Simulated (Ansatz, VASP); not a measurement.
**As: VASP beside Ansatz**

The input INCAR:

```
SYSTEM = As
PREC = Accurate ; ENCUT = 520
EDIFF = 1E-7 ; ISMEAR = -1
SIGMA = 0.05 ; LREAL = .False.
LASPH = .True. ; NELM = 100
ALGO = Normal ; ISIF = 2
LWAVE = .False. ; LCHARG = .False.
GGA = PS ; NBANDS = 12
```

KPOINTS

```
Automatic mesh
0
Gamma
  12 12 12
  0 0 0
```

The input POSCAR:

```
As
1.0
    1.8929275864      1.0928822516      3.7349508970
   -1.8929275864      1.0928822516      3.7349508970
    0.0000000000     -2.1857645032      3.7349508970
As
2
Direct
    0.2244335900      0.2244335900      0.2244335900
    0.7755664100      0.7755664100      0.7755664100
```

Input for Ansatz:

```yaml
crystal:
  lattice:
    - [1.8929275864, 1.0928822516, 3.734950897]
    - [-1.8929275864, 1.0928822516, 3.734950897]
    - [0.0, -2.1857645032, 3.734950897]
  atoms:
    - { symbol: As, position: [0.22443359, 0.22443359, 0.22443359] }
    - { symbol: As, position: [0.77556641, 0.77556641, 0.77556641] }
kpoints:
  mp_grid: { grid: [12, 12, 12] }
scf:
  occupations: { method: fermi_dirac, width: 0.05 }
hamiltonian:
  xc: pbesol
  pseudopotentials: { kind: all_electron, lapw: { basis_error: 0.0005 } }
output:
  forces: true
  stress: true
  eigenvalues: true
```

Change from the starting cell: volume scaled by 1.025.

Alike in both runs: task single point; functional PBEsol; k mesh 12 × 12 × 12; occupations fermi-dirac, width 0.05 eV; no spin polarisation.

|  | VASP | Ansatz |
| --- | --- | --- |
| version | VASP 6.6.1 | Ansatz 0.2.0 |
| potentials or method | VASP PAW PBE potentials, release 64 (As), cutoff 520 eV | all-electron LAPW, scalar-relativistic |

Ansatz gave:

| Quantity | Value |
| --- | --- |
| pressure (GPa) | -3.0 |
| traceless stress, the component that is largest in VASP (GPa) | -0.20 |
| rms of the force components (eV/Å) | 0.004 |

Q: Which values does VASP return?

A: Pressure (GPa): -2.7; traceless stress, the component that is largest in VASP (GPa): -0.29; rms of the force components (eV/Å): 0.032.

VASP's potentials were made for PBE, not for PBEsol. Atom by atom the forces differ by 0.036 eV/Å (rms over components). Ansatz ran all-electron here, and VASP with PAW potentials.
